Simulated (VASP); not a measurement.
# Lu2NF3 (P-3m1) in VASP: a series of runs

Lu2NF3 is run at these levels: PBE; tasks: single point.

Everything below comes from runs of VASP 6.6.1. Logs are shortened: lines on timing, memory, paths and dates and some standing lists are left out, and cuts for length are marked.

### 1 The cell of the first run

Symmetry: P-3m1, No. 164, trigonal system. The conventional cell has a = 3.638 Å, b = 3.638 Å, c = 6.452 Å, α = 90.00°, β = 90.00°, γ = 120.00°. Lu (site symmetry 3m) has 6 F at 2.19 to 2.80 Å and 3 N at 2.51 Å within 2.9 Å. Within 3.3 Å of N (site symmetry -3m) lie 6 Lu at 2.51 Å and 8 F at 2.89 to 3.23 Å. Within 2.9 Å of F (site symmetry 3m) lie 3 Lu at 2.19 Å and 3 F at 2.44 Å and 3 N at 2.89 Å. Within 3.2 Å of F (site symmetry -3m) lie 6 F at 2.44 Å and 6 Lu at 2.80 Å.

### 2 Single point, PBE

File INCAR:

```
  ALGO = Normal
  EDIFF = 1E-6
  ENCUT = 520
  GGA = PE
  ISIF = 2
  ISMEAR = 0
  LASPH = T
  LCHARG = F
  LREAL = F
  LWAVE = F
  NBANDS = 47
  NELM = 100
  PREC = Accurate
  SIGMA = 0.1
```

File KPOINTS:

```
k-points
0
Gamma
  6 6 4
```

File POSCAR:

```
Lu2NF3
1.0
    3.6376862103      0.0000000000      0.0000000000
   -1.8188431052      3.1503286691      0.0000000000
    0.0000000000      0.0000000000      6.4519983770
Lu N F
2 1 3
Direct
    0.3333333333      0.6666666667      0.2133960965
    0.6666666667      0.3333333333      0.7866039035
    0.0000000000      0.0000000000      0.0000000000
    0.3333333333      0.6666666667      0.6928078277
    0.6666666667      0.3333333333      0.3071921723
    0.0000000000      0.0000000000      0.5000000000
```

Potentials or basis: VASP PAW PBE potentials, release 64 (Lu, N, F).

The run is started by

```console
$ cat potpaw_PBE.64/Lu/POTCAR potpaw_PBE.64/N/POTCAR potpaw_PBE.64/F/POTCAR > POTCAR
$ mpirun -np 1 vasp_std > vasp.out
```

OUTCAR:

```text
EDIFF = 1E-6
   ENCUT = 520
   GGA = PE
   ISIF = 2
   ISMEAR = 0
   LASPH = T
   LREAL = F
   NELM = 100
   PREC = Accurate

 ion  position               nearest neighbor table
   1  0.333  0.667  0.213-   5 2.19   5 2.19   5 2.19   3 2.51   3 2.51   3 2.51   6 2.80   6 2.80
                             6 2.80   2 3.46   2 3.46   2 3.46
   2  0.667  0.333  0.787-   4 2.19   4 2.19   4 2.19   3 2.51   3 2.51   3 2.51   6 2.80   6 2.80
                             6 2.80   1 3.46   1 3.46   1 3.46
   3  0.000  0.000  0.000-   1 2.51   2 2.51   2 2.51   1 2.51   2 2.51   1 2.51
   4  0.333  0.667  0.693-   2 2.19   2 2.19   2 2.19
   5  0.667  0.333  0.307-   1 2.19   1 2.19   1 2.19
   6  0.000  0.000  0.500-   1 2.80   2 2.80   2 2.80   1 2.80   2 2.80   1 2.80

  LATTYP: Found a hexagonal cell.
 ALAT       =     3.6376862103
 C/A-ratio  =     1.7736544617

  Lattice vectors:

 A1 = (   3.6376862103,   0.0000000000,   0.0000000000)
 A2 = (  -1.8188431052,   3.1503286691,   0.0000000000)
 A3 = (   0.0000000000,   0.0000000000,   6.4519983770)

Analysis of symmetry for initial positions (statically):
=====================================================================
 Subroutine PRICEL returns:
 Original cell was already a primitive cell.

 Routine SETGRP: Setting up the symmetry group for a
 hexagonal supercell.

 Subroutine GETGRP returns: Found 12 space group operations
 (whereof 12 operations were pure point group operations)
 out of a pool of 24 trial point group operations.

The static configuration has the point symmetry D_3d.

Analysis of symmetry for dynamics (positions and initial velocities):
=====================================================================
 Subroutine PRICEL returns:
 Original cell was already a primitive cell.

 Routine SETGRP: Setting up the symmetry group for a
 hexagonal supercell.

 Subroutine GETGRP returns: Found 12 space group operations
 (whereof 12 operations were pure point group operations)
 out of a pool of 24 trial point group operations.

The dynamic configuration has the point symmetry D_3d.

 Subroutine INISYM returns: Found 12 space group operations
 (whereof 12 operations are pure point group operations),
 and found     1 'primitive' translations

----------------------------------------------------------------------------------------

                                     Primitive cell

  volume of cell :      73.9393

  direct lattice vectors                    reciprocal lattice vectors
     3.637686210  0.000000000  0.000000000     0.274900017  0.158713599  0.000000000
    -1.818843105  3.150328669  0.000000000     0.000000000  0.317427197  0.000000000
     0.000000000  0.000000000  6.451998377     0.000000000  0.000000000  0.154990740

  length of vectors
     3.637686210  3.637686210  6.451998377     0.317427197  0.317427197  0.154990740

  position of ions in fractional coordinates (direct lattice)
     0.333333333  0.666666667  0.213396096
     0.666666667  0.333333333  0.786603904
     0.000000000  0.000000000  0.000000000
     0.333333333  0.666666667  0.692807828
     0.666666667  0.333333333  0.307192172
     0.000000000  0.000000000  0.500000000

  ion indices of the primitive-cell ions
   primitive index   ion index
                 1           1
                 2           2
                 3           3
                 4           4
                 5           5
                 6           6

----------------------------------------------------------------------------------------

 KPOINTS: k-points

Automatic generation of k-mesh.
 Grid dimensions read from file:
 generate k-points for:    6    6    4

 Generating k-lattice:

  Cartesian coordinates                     Fractional coordinates (reciprocal lattice)
     0.045816669  0.026452266  0.000000000     0.166666667  0.000000000  0.000000000
     0.000000000  0.052904533  0.000000000     0.000000000  0.166666667  0.000000000
     0.000000000  0.000000000  0.038747685     0.000000000  0.000000000  0.250000000

  Length of vectors
     0.052904533  0.052904533  0.038747685

  Shift w.r.t. Gamma in fractional coordinates (k-lattice)
     0.000000000  0.000000000  0.000000000

 Subroutine IBZKPT returns following result:
 ===========================================

 Found     24 irreducible k-points:

 Following reciprocal coordinates:
            Coordinates               Weight
  0.000000  0.000000  0.000000      1.000000
  0.166667  0.000000  0.000000      6.000000
  0.333333  0.000000  0.000000      6.000000
  0.500000  0.000000  0.000000      3.000000
  0.166667  0.166667  0.000000      6.000000
  0.333333  0.166667  0.000000     12.000000
[... 16 lines left out ...]
  0.333333  0.166667  0.500000     12.000000
  0.333333  0.333333  0.500000      2.000000
   k-points           NKPTS =     24   k-points in BZ     NKDIM =     24   number of bands    NBANDS=     47
   number of dos      NEDOS =    301   number of ions     NIONS =      6
   total plane-waves  NPLWV =  37632
   dimension x,y,z NGX =    28 NGY =   28 NGZ =   48
   dimension x,y,z NGXF=    56 NGYF=   56 NGZF=   96
   ions per type =               2   1   3
   NGX,Y,Z   is equivalent  to a cutoff of  12.80, 12.80, 12.37 a.u.
   NGXF,Y,Z  is equivalent  to a cutoff of  25.59, 25.59, 24.74 a.u.
 SYSTEM =  unknown system
   PREC   = accura    normal or accurate (medium, high low for compatibility)
   ISTART =      0    job   : 0-new  1-cont  2-samecut
   ICHARG =      2    charge: 1-file 2-atom 10-const
   ISPIN  =      1    spin polarized calculation?
   LNONCOLLINEAR =      F non collinear calculations
   LSORBIT =      F    spin-orbit coupling
   LASPH  =      T    aspherical Exc in radial PAW
   ENCUT  =  520.0 eV  38.22 Ry    6.18 a.u.   6.76  6.76 12.00*2*pi/ulx,y,z
   NELM   =    100;   NELMIN=  2; NELMDL= -5     # of ELM steps
   EDIFF  = 0.1E-05   stopping-criterion for ELM
   LREAL  =      F    real-space projection
   EDIFFG = 0.1E-04   stopping-criterion for IOM
   NSW    =      0    number of steps for IOM
   IBRION =     -1    ionic relax: 0-MD 1-quasi-New 2-CG
   NFREE  =      0    steps in history (QN), initial steepest desc. (CG)
   ISIF   =      2    stress and relaxation
   ISYM   =      2    0-nonsym 1-usesym 2-fastsym
   POTIM  = 0.5000    time-step for ionic-motion
   TEBEG  =    0.0;   TEEND  =   0.0 temperature during run
   PSTRESS=    0.0 pullay stress
   NELECT =      76.0000    total number of electrons
   NUPDOWN=      -1.0000    fix difference up-down
   EMIN   =  10.00;   EMAX   =-10.00  energy-range for DOS
   EFERMI =   0.00;   METHOD = LEGACY
   ISMEAR =     0;   SIGMA  =   0.10  broadening in eV -4-tet -1-fermi 0-gaus
   EFERMI_NEDOS =   21; number of points for ismear=-14 and -15
   IALGO  =     38    algorithm
   IMIX   =      4    mixing-type and parameters
     AMIX     =   0.40;   BMIX     =  1.00
     AMIX_MAG =   1.60;   BMIX_MAG =  1.00
  volume/ion in A,a.u.               =      12.32        83.16
  Fermi-wavevector in a.u.,A,eV,Ry     =   1.652168  3.122145 37.139273  2.729660
  Thomas-Fermi vector in A             =   2.740823
   LORBIT       =      0    0 simple, 1 ext, 2 COOP (PROOUT), +10 PAW based schemes
   GGA     = PE    functional components
   LHFCALC =     F    Hartree Fock is set to
   AEXX    =    0.0000 exact exchange contribution
   IVDW    =     0    specifies the selected vdW correction
   LEPSILON=     F    determine dielectric tensor
   LRPA    =     F    only Hartree local field effects (RPA)
 non-spin polarized calculation
 Gauss-broadening in eV      SIGMA  =   0.10
  energy-cutoff  :      520.00
  volume of cell :       73.94
 maximum number of plane-waves:      2007
 NGX is ok and might be reduce to    28
   NGX = 13   NGY = 13   NGZ = 23

 number of electron      75.9999993 magnetization

 Free energy of the ion-electron system (eV)
  ---------------------------------------------------
  ext. energy  EPLUGINS =         0.00000000
  ---------------------------------------------------
  free energy    TOTEN  =       -40.33744752 eV

  energy without entropy =      -40.33744752  energy(sigma->0) =      -40.33744752

 E-fermi :   3.0322     XC(G=0): -11.7292

 val. band max:        2.4122115535   @ k =   0.0000   0.0000   0.0000
 cond. band min:       5.5442860671   @ k =   0.0000   0.0000   0.0000
 fundamental gap:      3.1320745136
 Fermi energy:         3.0321876733

 k-point     1 :       0.0000    0.0000    0.0000
  band No.  band energies     occupation
      1     -52.4302      2.00000
      2     -52.4149      2.00000
      3     -23.6213      2.00000
      4     -23.2934      2.00000
      5     -23.0263      2.00000
      6     -23.0263      2.00000
[... 39 lines left out ...]
     46      10.1570      0.00000
     47      10.1570      0.00000

 k-point     2 :       0.1667    0.0000    0.0000
  band No.  band energies     occupation
      1     -52.4260      2.00000
      2     -52.4125      2.00000
      3     -23.6503      2.00000
      4     -23.5379      2.00000
      5     -23.2521      2.00000
      6     -23.0659      2.00000
[... 39 lines left out ...]
     46       9.9196      0.00000
     47      10.2241      0.00000

 k-point     3 :       0.3333    0.0000    0.0000
  band No.  band energies     occupation
      1     -52.4171      2.00000
      2     -52.4083      2.00000
      3     -23.9658      2.00000
      4     -23.9174      2.00000
      5     -23.3130      2.00000
      6     -23.1021      2.00000
[... 39 lines left out ...]
     46      10.0773      0.00000
     47      10.2230      0.00000

 k-point     4 :       0.5000    0.0000    0.0000
  band No.  band energies     occupation
      1     -52.4119      2.00000
      2     -52.4069      2.00000
      3     -24.1424      2.00000
      4     -24.0769      2.00000
      5     -23.2497      2.00000
      6     -23.1347      2.00000
[... 939 lines left out ...]
     46       9.8902      0.00000
     47      10.2106      0.00000

 k-point    23 :       0.3333    0.1667    0.5000
  band No.  band energies     occupation
      1     -52.4117      2.00000
      2     -52.4071      2.00000
      3     -24.1100      2.00000
      4     -24.0482      2.00000
      5     -23.2305      2.00000
      6     -23.1895      2.00000
[... 39 lines left out ...]
     46       9.8420      0.00000
     47      10.7676      0.00000

 k-point    24 :       0.3333    0.3333    0.5000
  band No.  band energies     occupation
      1     -52.4077      2.00000
      2     -52.4077      2.00000
      3     -24.1144      2.00000
      4     -24.1144      2.00000
      5     -23.2736      2.00000
      6     -23.1958      2.00000
[... 39 lines left out ...]
     46      10.1853      0.00000
     47      10.1853      0.00000

------------------------ aborting loop because EDIFF is reached ----------------------------------------

  FORCE on cell =-STRESS in cart. coord.  units (eV):
  Direction    XX          YY          ZZ          XY          YZ          ZX
  --------------------------------------------------------------------------------------
  -------------------------------------------------------------------------------------
  Total        0.5522679      0.5522679      0.0993438     -0.0000000      0.0000000     -0.0000000
  in kB       11.9669927     11.9669927      2.1526635     -0.0000000      0.0000000     -0.0000000
  external PRESSURE =       8.6955496 kB  Pullay stress =       0.0000000 kB

 VOLUME and BASIS-vectors are now :
 -----------------------------------------------------------------------------
  energy-cutoff  :      520.00
  volume of cell :       73.94
      direct lattice vectors                 reciprocal lattice vectors
     3.637686210  0.000000000  0.000000000     0.274900017  0.158713599  0.000000000
    -1.818843105  3.150328669  0.000000000     0.000000000  0.317427197  0.000000000
     0.000000000  0.000000000  6.451998377     0.000000000  0.000000000  0.154990740

 POSITION                                       TOTAL-FORCE (eV/Angst)
 -----------------------------------------------------------------------------------
     -0.00000      2.10022      1.37683         0.000000     -0.000000     -0.018476
      1.81884      1.05011      5.07517        -0.000000      0.000000      0.018476
      0.00000      0.00000      0.00000         0.000000      0.000000      0.000000
     -0.00000      2.10022      4.46999        -0.000000      0.000000     -0.053124
      1.81884      1.05011      1.98200         0.000000     -0.000000      0.053124
      0.00000      0.00000      3.22600         0.000000      0.000000      0.000000
 -----------------------------------------------------------------------------------
    total drift:                                0.000000      0.000000      0.000000

  FREE ENERGIE OF THE ION-ELECTRON SYSTEM (eV)
  ---------------------------------------------------
  free  energy   TOTEN  =       -40.3374475152 eV

  energy  without entropy=      -40.3374475152  energy(sigma->0) =      -40.33744752
```

It took 47 s on 1 thread of Intel Xeon 6975P-C (Granite Rapids), shared host; peak memory 0.23 GiB.

What came out:

| Item | Value |
| --- | --- |
| Free energy | -40.3374 eV |
| Pressure | 0.9 GPa |
| Largest force | 0.053 eV/Å |
| Band gap on the k mesh | 3.13 eV, direct |

Forces on the atoms (eV/Å):
```
Lu   0.000  0.000 -0.018
Lu   0.000  0.000  0.018
N    0.000  0.000  0.000
F    0.000  0.000 -0.053
F    0.000  0.000  0.053
F    0.000  0.000  0.000
```

Caveat: spin-orbit coupling is left out, which moves the levels of the heavy elements. PBE gaps usually lie below the measured ones, often by a third to a half.

(Part 1 of 2 ends here.)
